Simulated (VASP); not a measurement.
Write the native input for VASP 6.6.1 that does the following.

```
Task                   : single point
Functional             : PBE
Potentials or basis    : VASP PAW PBE potentials, release 64 (Cd, Cu, Mo_sv)
Cutoff                 : 520 eV
k mesh                 : 8 × 8 × 2
Occupations            : gaussian, width 0.2 eV
Spin                   : no spin polarisation
Dipole correction      : no
Further INCAR settings : ALGO = Fast; EDIFF = 1e-06; NBANDS = 38
```

The structure of CdCu3Mo lies in POSCAR:

```
CdCu3Mo
1.0
    2.7331211419      0.0182403908     -0.1744973244
    0.0185266437      2.7326595044      0.1736103147
   -0.7397272802      0.7407522518      9.7440645285
Cd Cu Mo
1 3 1
Direct
    0.6034015690      0.3967177944      0.3177538435
    1.2113263027      0.7884626950      0.5350977159
   -0.2039997522      0.2039203548      0.7051751808
    0.9947031114      0.0054549901      0.0995133638
    0.3945687692      0.6054441656      0.9005496362
```

One way to write it, as run:

INCAR

```
SYSTEM = CdCu3Mo
PREC     = Accurate       ! precision mode
ENCUT    = 520            ! plane-wave cutoff, eV
EDIFF    = 1E-6           ! SCF threshold, eV
ISMEAR   = 0              ! smearing method
SIGMA    = 0.2            ! smearing width, eV
LREAL    = .False.        ! projectors in reciprocal space
LASPH    = .True.         ! aspherical terms in the spheres
NELM     = 100            ! most SCF steps
ALGO     = Fast           ! electronic algorithm
ISIF     = 2              ! what is computed and relaxed
LWAVE    = .False.        ! write WAVECAR
LCHARG   = .False.        ! write CHGCAR
GGA      = PE             ! functional
NBANDS   = 38             ! bands
```

KPOINTS

```
Automatic mesh
0
Gamma
  8 8 2
  0 0 0
```

Potentials or basis: VASP PAW PBE potentials, release 64 (Cd, Cu, Mo_sv).

Launch:

```console
$ cat potpaw_PBE.64/Cd/POTCAR potpaw_PBE.64/Cu/POTCAR potpaw_PBE.64/Mo_sv/POTCAR > POTCAR
$ mpirun -np 1 vasp_std > vasp.out
```

It gave:

- Pressure: 0.5 GPa
- Largest force: 0.011 eV/Å

Wall time 3.2 min on 1 thread of Intel Xeon 6975P-C, with other jobs on the host, peak memory 0.3 GiB.
